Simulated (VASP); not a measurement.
**RuS: single point with r2SCAN+U**

Crystal: RuS.

```
Ru S
1.0
     0.00000    2.76430    2.76430
     2.76430    0.00000    2.76430
     2.76430    2.76430    0.00000
Ru S
1 1
Direct
  0.00000 0.00000 0.00000
  0.25000 0.25000 0.25000
```

```
Program                : VASP 6.6.1
Task                   : single point
Functional             : r2SCAN
Potentials or basis    : VASP PAW PBE potentials, release 64 (Ru_pv, S)
Cutoff                 : 520 eV
k mesh                 : 6 × 6 × 6
Occupations            : gaussian, width 0.05 eV
Spin                   : no spin polarisation
Hubbard terms          : Ru d U = 4.0 eV
Dipole correction      : no
Further INCAR settings : ALGO = Normal; EDIFF = 1e-06; NBANDS = 17
```

```json
{
 "Pressure": "-17.2 GPa",
 "Band gap on the k mesh": "zero (band 10 reaches 7.85 eV, above the bottom of band 11 at 5.66 eV)"
}
```

Levels at points of the mesh, in eV from the Fermi level:
```tsv
k point	band 8	band 9	band 10	band 11	band 12	band 13
(0.00, 0.00, 0.00)	-2.87	-2.87	1.80	2.71	2.71	2.71
(0.50, 0.00, 0.00)	-2.41	-2.41	-1.10	1.09	1.09	4.25
(0.50, 0.50, 0.00)	-2.31	-1.96	-1.85	-0.36	-0.36	5.30
```

Eigenvalues of the final occupation matrices:
```tsv
site	spin	trace	eigenvalues
site 1 d	1	3.07	0.49 0.49 0.49 0.80 0.80
site 1 d	2	3.07	0.49 0.49 0.49 0.80 0.80
```

Wall time 110 s on 1 thread of AMD EPYC 7R43 64-Core Processor (Zen 3), on a shared host, peak memory 0.14 GiB.

Caveat: the PAW data sets were made with another functional, which shifts forces and pressure a little; U without spin polarisation on a metal has little footing.
